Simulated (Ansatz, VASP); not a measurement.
**One calculation of BaZrO3, two programs**

The input POSCAR:

```
BaZrO3
1.0
    4.3735691108      0.0000000000      0.0000000000
    0.0000000000      4.3735691108      0.0000000000
    0.0000000000      0.0000000000      4.3735691108
Ba Zr O
1 1 3
Direct
    0.0000000000      0.0000000000      0.0000000000
    0.5000000000      0.5000000000      0.5000000000
    0.5000000000      0.5000000000      0.0000000000
    0.5000000000      0.0000000000      0.5000000000
    0.0000000000      0.5000000000      0.5000000000
```

File INCAR.step1:

```
SYSTEM = BaZrO3
PREC = Accurate
ENCUT = 520
ISMEAR = 0
SIGMA = 0.01
LREAL = .FALSE.
LASPH = .TRUE.
NELM = 60
NBANDS = 28
GGA = PE
ALGO = Normal
EDIFF = 1E-4
LWAVE = .TRUE.
LCHARG = .FALSE.
```

File INCAR.step2:

```
SYSTEM = BaZrO3
PREC = Accurate
ENCUT = 520
EDIFF = 1E-6
ISMEAR = 0
SIGMA = 0.01
LREAL = .FALSE.
LASPH = .TRUE.
NELM = 60
ALGO = Normal
ISIF = 2
LWAVE = .FALSE.
LCHARG = .FALSE.
METAGGA = R2SCAN
LMIXTAU = .TRUE.
NBANDS = 28
ISTART = 1
```

KPOINTS

```
regular mesh
0
G
  6 6 6
  0 0 0
```

Input for Ansatz:

```yaml
crystal:
  lattice:
    - [4.3735691108, 0.0, 0.0]
    - [0.0, 4.3735691108, 0.0]
    - [0.0, 0.0, 4.3735691108]
  atoms:
    - { symbol: Ba, position: [0.0, 0.0, 0.0] }
    - { symbol: Zr, position: [0.5, 0.5, 0.5] }
    - { symbol: O, position: [0.5, 0.5, 0.0] }
    - { symbol: O, position: [0.5, 0.0, 0.5] }
    - { symbol: O, position: [0.0, 0.5, 0.5] }
kpoints:
  mp_grid: { grid: [6, 6, 6] }
  band_path:
    path: [[0.0, 0.0, 0.0], [0.0, 0.5, 0.0], [0.5, 0.5, 0.0], [0.5, 0.5, 0.5]]
    npoints: 1
hamiltonian:
  xc: r2scan
scf:
  occupations: { method: fixed }
  n_extra_bands: 5
output:
  forces: true
  stress: true
  eigenvalues: true
```

Change from the starting cell: hydrostatic strain +4.0%.

Alike in both runs: task single point; functional r2SCAN; k mesh 6 × 6 × 6; no spin polarisation.

|  | VASP | Ansatz |
| --- | --- | --- |
| version | VASP 6.6.1 | Ansatz 0.2.0 |
| potentials or method | VASP PAW PBE potentials, release 64 (Ba_sv, Zr_sv, O) | plane waves, PAW |
| plane-wave cutoff (eV) | 520 | 500 |
| occupations | gaussian, width 0.01 eV | fixed |
| valence electrons in the cell | 40 | 40 |

```tsv
	VASP	Ansatz	Ansatz less VASP
gap on the k mesh at the Fermi level (eV)	3.36	3.40	+0.038
pressure (GPa)	-14.2	-14.9	-0.62
```

VASP's potentials were made for PBE, not for r2SCAN.

Neither program's run includes spin-orbit coupling.
